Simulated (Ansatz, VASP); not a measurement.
## One calculation of Si2Ni, two programs

The input INCAR:

```
  PREC = Accurate
  ENCUT = 520
  EDIFF = 1E-6
  ISMEAR = 0
  SIGMA = 0.15
  LREAL = F
  LASPH = T
  NELM = 60
  ALGO = Normal
  ISIF = 2
  LWAVE = F
  LCHARG = F
  GGA = PS
  NBANDS = 16
```

KPOINTS

```
regular mesh
0
Gamma
  18 18 18
```

Contents of POSCAR:

```
Si2Ni
1.0
    0.0000000000      2.8457671745      2.4189020983
    2.8457671745      0.0000000000      2.4189020983
    2.8457671745      2.8457671745      0.0000000000
Si Ni
2 1
Direct
    0.2500000000      0.2500000000      0.2500000000
    0.7500000000      0.7500000000      0.7500000000
    0.0000000000      0.0000000000      0.0000000000
```

Input for Ansatz:

```yaml
crystal:
  lattice:
    - [0.0, 2.8457671745, 2.4189020983]
    - [2.8457671745, 0.0, 2.4189020983]
    - [2.8457671745, 2.8457671745, 0.0]
  atoms:
    - { symbol: Si, position: [0.25, 0.25, 0.25] }
    - { symbol: Si, position: [0.75, 0.75, 0.75] }
    - { symbol: Ni, position: [0.0, 0.0, 0.0] }
basis:
  ecutwfc: 420
kpoints:
  mp_grid: { grid: [18, 18, 18] }
hamiltonian:
  xc: pbesol
scf:
  occupations: { method: gaussian, width: 0.15 }
output:
  forces: true
  stress: true
  eigenvalues: true
```

Alike in both runs: task single point; functional PBEsol; k mesh 18 × 18 × 18; occupations gaussian, width 0.15 eV; no spin polarisation.

|  | VASP | Ansatz |
| --- | --- | --- |
| version | VASP 6.6.1 | Ansatz 0.2.0 |
| potentials or method | VASP PAW PBE potentials, release 64 (Si, Ni), cutoff 520 eV | scalar-relativistic, plane waves, PAW |
| valence electrons in the cell | 18 | 26 |

VASP gave:

| Quantity | Value |
| --- | --- |
| gap on the k mesh at the Fermi level (eV) | none |
| pressure (GPa) | 0.6 |
| traceless stress, the component that is largest in VASP (GPa) | 10.41 |

Problem. What did Ansatz give for the same quantities?

Solution. gap on the k mesh at the Fermi level (eV): none; pressure (GPa): 0.5; traceless stress, the component that is largest in VASP (GPa): 10.50.

VASP's potentials were made for PBE, not for PBEsol. A gap of «none» marks a metal or a gap that the smearing closes. The functional is the same, so the differences come from potentials, cutoffs and numerics. VASP's potentials hold 18 valence electrons a cell and Ansatz's 26, so a difference there can come from the potentials and not from the codes.
